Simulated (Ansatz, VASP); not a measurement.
**Si: VASP beside Ansatz**

INCAR

```
SYSTEM = Si
ALGO = Normal ; EDIFF = 1E-6
ENCUT = 520 ; GGA = CA
ISIF = 2 ; ISMEAR = 0
LASPH = .TRUE. ; LCHARG = .FALSE.
LREAL = .FALSE. ; LWAVE = .FALSE.
NBANDS = 16 ; NELM = 80
PREC = Accurate ; SIGMA = 0.03
```

The input KPOINTS:

```
k-points
0
G
  12 12 6
  0 0 0
```

The input POSCAR:

```
Si
1.0
    3.6607427577      0.0000000000      0.0000000000
   -1.8303713789      3.1702962248      0.0000000000
    0.0000000000      0.0000000000      6.7822581071
Si
4
Direct
    0.3333333333      0.6666666667      0.0725769780
    0.6666666667      0.3333333333      0.5725769780
    0.3333333333      0.6666666667      0.4274230220
    0.6666666667      0.3333333333      0.9274230220
```

Input for Ansatz:

```yaml
crystal:
  lattice:
    - [3.6607427577, 0.0, 0.0]
    - [-1.8303713789, 3.1702962248, 0.0]
    - [0.0, 0.0, 6.7822581071]
  atoms:
    - { symbol: Si, position: [0.3333333333, 0.6666666667, 0.072576978] }
    - { symbol: Si, position: [0.6666666667, 0.3333333333, 0.572576978] }
    - { symbol: Si, position: [0.3333333333, 0.6666666667, 0.427423022] }
    - { symbol: Si, position: [0.6666666667, 0.3333333333, 0.927423022] }
basis:
  ecutwfc: 420
kpoints:
  mp_grid: { grid: [12, 12, 6] }
hamiltonian:
  xc: lda
  pseudopotentials: { kind: paw, azcp: { folder: soft_1 } }
scf:
  occupations: { method: gaussian, width: 0.03 }
output:
  forces: true
  stress: true
  eigenvalues: true
```

Alike in both runs: task single point; functional LDA; k mesh 12 × 12 × 6; occupations gaussian, width 0.03 eV; no spin polarisation.

|  | VASP | Ansatz |
| --- | --- | --- |
| version | VASP 6.6.1 | Ansatz 0.2.0 |
| potentials or method | VASP PAW LDA potentials, release 64 (Si), cutoff 520 eV | scalar-relativistic, plane waves, PAW |
| valence electrons in the cell | 16 | 16 |

VASP gave:

```
gap on the k mesh at the Fermi level (eV)                     : none
pressure (GPa)                                                : -0.7
traceless stress, the component that is largest in VASP (GPa) : -11.34
rms of the force components (eV/Å)                            : 0.309
```

What did Ansatz give for the same quantities?

gap on the k mesh at the Fermi level (eV): none; pressure (GPa): -0.8; traceless stress, the component that is largest in VASP (GPa): -11.31; rms of the force components (eV/Å): 0.311.

Ansatz warns that its potentials were made for another functional, while VASP's fit it. LDA's correlation is that of Perdew and Zunger in VASP and of Perdew and Wang (1992) in Ansatz. Atom by atom the forces differ by 0.002 eV/Å (rms over components). A gap of «none» marks a metal or a gap that the smearing closes.
